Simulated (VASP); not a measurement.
Ba2Au3, 5 atoms in the cell. Symmetry: Pm-3m, No. 221, cubic system. The conventional cell has a = 5.268 Å, b = 5.268 Å, c = 5.268 Å, α = 90.00°, β = 90.00°, γ = 90.00°. Within 3.5 Å of Ba (site symmetry m-3m) lie 6 Au at 2.63 Å. Ba (site symmetry m-3m) has 12 Au at 3.73 Å and 8 Ba at 4.56 Å within 4.9 Å. Within 3.5 Å of Au (site symmetry 4/mmm) lie 2 Ba at 2.63 Å. The cell was generated, and may not be a known phase.

```yaml
Program: VASP 6.6.1
Task: single point
Functional: PBE
Potentials_or_basis: VASP PAW PBE potentials, release 64 (Ba_sv, Au)
Cutoff: 520 eV
k_mesh: 4 × 4 × 4
Occupations: gaussian, width 0.1 eV
Spin: no spin polarisation
Dipole_correction: no
Further_INCAR_settings: ALGO = Normal; EDIFF = 1e-06; NBANDS = 34
```

Potentials or basis: VASP PAW PBE potentials, release 64 (Ba_sv, Au).

The run is started by

```sh
$ cat potpaw_PBE.64/Ba_sv/POTCAR potpaw_PBE.64/Au/POTCAR > POTCAR
$ mpirun -np 1 vasp_std > vasp.out
```

Hardware: 1 thread of Intel(R) Xeon(R) Platinum 8259CL CPU @ 2.50GHz (Skylake/Cascade Lake), on a shared host.

Estimate the wall time of this run.

Run time: 56 s on 1 thread of Intel(R) Xeon(R) Platinum 8259CL CPU @ 2.50GHz (Skylake/Cascade Lake), with other jobs on the host, peak memory 0.25 GiB. Counts: scf iterations 13, k points 10.
